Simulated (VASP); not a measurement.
# TiCo2 (Fd-3m) in VASP: a series of runs, part 2 of 2

VASP 6.6.1. The steps go on from the part before.

### Step 5. Single point, LDA, collinear spin, ferrimagnetic start

This run uses another cell than the first one, of 11.37 Å³/atom.

INCAR

```
SYSTEM = TiCo2
PREC     = Accurate       ! precision mode
ENCUT    = 520            ! plane-wave cutoff, eV
EDIFF    = 1E-7           ! SCF threshold, eV
ISMEAR   = 0              ! smearing method
SIGMA    = 0.1            ! smearing width, eV
LREAL    = .False.        ! projectors in reciprocal space
LASPH    = .True.         ! aspherical terms in the spheres
NELM     = 150            ! most SCF steps
ALGO     = Normal         ! electronic algorithm
ISIF     = 2              ! what is computed and relaxed
LWAVE    = .False.        ! write WAVECAR
LCHARG   = .False.        ! write CHGCAR
ISPIN    = 2              ! spin polarisation
MAGMOM   = -0.31 -0.31 0.82 0.82 0.82 0.82 ! initial moments
LORBIT   = 11             ! projections on sites
LMAXMIX  = 4              ! l up to which the mixer works
GGA      = CA             ! functional
NBANDS   = 43             ! bands
```

KPOINTS

```
regular mesh
0
Gamma
  10 10 10
  0 0 0
```

POSCAR

```
TiCo2
1.0
    0.0000000000      3.2435264765      3.2435264765
    3.2435264765      0.0000000000      3.2435264765
    3.2435264765      3.2435264765      0.0000000000
Ti Co
2 4
Direct
    0.5000000000      0.5000000000      0.5000000000
    0.7500000000      0.7500000000      0.7500000000
    0.1250000000      0.1250000000      0.1250000000
    0.6250000000      0.1250000000      0.1250000000
    0.1250000000      0.1250000000      0.6250000000
    0.1250000000      0.6250000000      0.1250000000
```

Potentials or basis: VASP PAW LDA potentials, release 64 (Ti_sv, Co).

Run with:

```sh
> cat potpaw_LDA.64/Ti_sv/POTCAR potpaw_LDA.64/Co/POTCAR > POTCAR
> mpirun -np 1 vasp_std > vasp.out
```

It took 3.9 min on 1 thread of Intel Xeon 6975P-C (Granite Rapids), shared host; peak memory 0.33 GiB.

Results (log left out):

| Property | Result |
| --- | --- |
| Free energy | -52.1144 eV |
| Pressure | -0.5 GPa |
| Band gap on the k mesh | zero (filled and empty bands overlap) |
| Net moment | 0.00 μB per cell |
| Valence electrons inside the program's atomic spheres | Ti 10.32; Co 8.61 |

Levels at points of the mesh, in eV from the Fermi level:
Spin up:
```
           k point  band 26  band 27  band 28  band 29  band 30  band 31  band 32  band 33  band 34  band 35
(0.00, 0.00, 0.00)    -0.74    -0.68    -0.68    -0.60    -0.60    -0.60     0.89     0.89     0.89     1.06
(0.50, 0.00, 0.00)    -0.73    -0.66    -0.40    -0.40     0.10     0.10     0.59     0.59     0.89     0.98
(0.50, 0.50, 0.00)    -1.92    -0.62    -0.62    -0.57    -0.57    -0.03    -0.03     0.94     0.94     1.68
```
Spin down:
| k point | band 26 | band 27 | band 28 | band 29 | band 30 | band 31 | band 32 | band 33 | band 34 | band 35 |
| --- | --- | --- | --- | --- | --- | --- | --- | --- | --- | --- |
| (0.00, 0.00, 0.00) | -0.74 | -0.68 | -0.68 | -0.60 | -0.60 | -0.60 | 0.89 | 0.89 | 0.89 | 1.06 |
| (0.50, 0.00, 0.00) | -0.73 | -0.66 | -0.40 | -0.40 | 0.10 | 0.10 | 0.59 | 0.59 | 0.89 | 0.98 |
| (0.50, 0.50, 0.00) | -1.92 | -0.62 | -0.62 | -0.57 | -0.57 | -0.03 | -0.03 | 0.94 | 0.94 | 1.68 |

### Step 6. Single point, PBEsol, collinear spin, ferrimagnetic start

This run uses another cell than the first one, of 11.73 Å³/atom.

INCAR

```
PREC = Accurate
ENCUT = 520
EDIFF = 1E-6
ISMEAR = 0
SIGMA = 0.1
LREAL = F
LASPH = T
NELM = 150
ALGO = Fast
ISIF = 2
LWAVE = F
LCHARG = T
ISPIN = 2
MAGMOM = -0.31 -0.31 0.82 0.82 0.82 0.82
LORBIT = 11
LMAXMIX = 4
GGA = PS
LELF = T
LVHAR = T
NBANDS = 43
```

KPOINTS

```
regular mesh
0
Gamma
  10 10 10
```

POSCAR: that of step 5 with these lines changed.

```diff
@@ -2,5 +2,5 @@
 1.0
-    0.0000000000      3.2435264765      3.2435264765
-    3.2435264765      0.0000000000      3.2435264765
-    3.2435264765      3.2435264765      0.0000000000
+    0.0000000000      3.2766059321      3.2766059321
+    3.2766059321      0.0000000000      3.2766059321
+    3.2766059321      3.2766059321      0.0000000000
 Ti Co
```

Potentials or basis: VASP PAW PBE potentials, release 64 (Ti_sv, Co).

Run with:

```sh
> cat potpaw_PBE.64/Ti_sv/POTCAR potpaw_PBE.64/Co/POTCAR > POTCAR
> mpirun -np 1 vasp_std > vasp.out
```

It took 9.7 min on 1 thread of Intel Xeon 6975P-C (Granite Rapids), shared host; peak memory 0.38 GiB.

It converged, with:

| Item | Value |
| --- | --- |
| Free energy | -49.7445 eV |
| Pressure | -0.7 GPa |
| Band gap on the k mesh | zero (filled and empty bands overlap) |
| Net moment | 0.00 μB per cell |
| Valence electrons inside the program's atomic spheres | Ti 10.26; Co 8.53 |

Levels at points of the mesh, in eV from the Fermi level:
Spin up:
| k point | band 26 | band 27 | band 28 | band 29 | band 30 | band 31 | band 32 | band 33 | band 34 | band 35 |
| --- | --- | --- | --- | --- | --- | --- | --- | --- | --- | --- |
| (0.00, 0.00, 0.00) | -0.75 | -0.65 | -0.65 | -0.57 | -0.57 | -0.57 | 0.85 | 0.85 | 0.85 | 1.04 |
| (0.50, 0.00, 0.00) | -0.69 | -0.63 | -0.38 | -0.38 | 0.13 | 0.13 | 0.57 | 0.57 | 0.85 | 0.93 |
| (0.50, 0.50, 0.00) | -1.82 | -0.58 | -0.58 | -0.54 | -0.54 | -0.03 | -0.03 | 0.92 | 0.92 | 1.64 |
Spin down:
```
           k point  band 27  band 28  band 29  band 30  band 31  band 32  band 33  band 34
(0.00, 0.00, 0.00)    -0.65    -0.65    -0.57    -0.57    -0.57     0.85     0.85     0.85
(0.50, 0.00, 0.00)    -0.63    -0.38    -0.38     0.13     0.13     0.57     0.57     0.85
(0.50, 0.50, 0.00)    -0.58    -0.58    -0.54    -0.54    -0.03    -0.03     0.92     0.92
```

Caveat: the PAW data sets were made with another functional, which shifts forces and pressure a little.

### Step 7. Summary

| level | potentials or basis | cell | smearing | gap on the mesh (eV) | pressure (GPa) | moment (μB) |
| --- | --- | --- | --- | --- | --- | --- |
| PBEsol | VASP PAW PBE potentials, release 64 (Ti_sv, Co) | a = 4.740 Å, angles 60.0°, 6 atoms | fermi-dirac 0.1 eV | none | -12.4 | 1.67 |
| PBEsol | VASP PAW PBE potentials, release 64 (Ti_sv, Co) | a = 4.740 Å, angles 60.0°, 6 atoms | gaussian 0.1 eV | none | -14.0 | 0.00 |
| PBEsol | VASP PAW PBE potentials, release 64 (Ti_sv, Co) | a = 4.740 Å, angles 60.0°, 6 atoms | methfessel-paxton 0.3 eV | none | -12.6 | 1.89 |
| LDA | VASP PAW LDA potentials, release 64 (Ti_sv, Co) | a = 4.587 Å, angles 60.0°, 6 atoms | gaussian 0.1 eV | none | -0.5 | 0.00 |
| PBEsol | VASP PAW PBE potentials, release 64 (Ti_sv, Co) | a = 4.634 Å, angles 60.0°, 6 atoms | gaussian 0.1 eV | none | -0.7 | 0.00 |

Alike in all rows: task single point; spin collinear, ferrimagnetic start; k mesh 10 × 10 × 10; cutoff (eV) 520.

Caveats: the PAW data sets were made with another functional, which shifts forces and pressure a little (at least some runs); the cell stands under tension (at least some runs); so wide a smearing shifts energies and pressures (at least some runs).

Absolute energies hang on the potentials; compare differences alone.
